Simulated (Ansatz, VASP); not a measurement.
TaC in VASP and in Ansatz

Contents of INCAR:

```
ALGO = Normal
EDIFF = 1E-6
ENCUT = 600
GGA = PE
GGA_COMPAT = F
ISIF = 2
ISMEAR = 0
LASPH = T
LCHARG = F
LREAL = F
LWAVE = F
NBANDS = 14
NELM = 120
PREC = Accurate
SIGMA = 0.1
```

File KPOINTS:

```
k-points
0
Gamma
  16 16 16
```

POSCAR

```
TaC
1.0
    0.0000000000      2.3098306112      2.3098306112
    2.3098306112      0.0000000000      2.3098306112
    2.3098306112      2.3098306112      0.0000000000
Ta C
1 1
Direct
    0.0000000000      0.0000000000      0.0000000000
    0.5000000000      0.5000000000      0.5000000000
```

Input for Ansatz:

```yaml
crystal:
  lattice:
    - [0.0, 2.3098306112, 2.3098306112]
    - [2.3098306112, 0.0, 2.3098306112]
    - [2.3098306112, 2.3098306112, 0.0]
  atoms:
    - { symbol: Ta, position: [0.0, 0.0, 0.0] }
    - { symbol: C, position: [0.5, 0.5, 0.5] }
basis:
  ecutwfc: 420
kpoints:
  mp_grid: { grid: [16, 16, 16] }
hamiltonian:
  xc: pbe
scf:
  occupations: { method: gaussian, width: 0.1 }
output:
  forces: true
  stress: true
  eigenvalues: true
  write_density: true
  write_potential: true
  elf: true
  volumetric_format: npy
```

Alike in both runs: task single point; functional PBE; k mesh 16 × 16 × 16; occupations gaussian, width 0.1 eV; no spin polarisation.

|  | VASP | Ansatz |
| --- | --- | --- |
| version | VASP 6.6.1 | Ansatz 0.2.0 |
| potentials or method | VASP PAW PBE potentials, release 64 (Ta_pv, C), cutoff 600 eV | scalar-relativistic, plane waves, PAW |
| valence electrons in the cell | 15 | 17 |

|  | VASP | Ansatz | Ansatz less VASP |
| --- | --- | --- | --- |
| gap on the k mesh at the Fermi level (eV) | none | none | - |
| pressure (GPa) | -24.9 | -25.3 | -0.34 |

A gap of «none» marks a metal or a gap that the smearing closes. VASP's potentials hold 15 valence electrons a cell and Ansatz's 17, so a difference there can come from the potentials and not from the codes.

Neither program's run includes spin-orbit coupling.
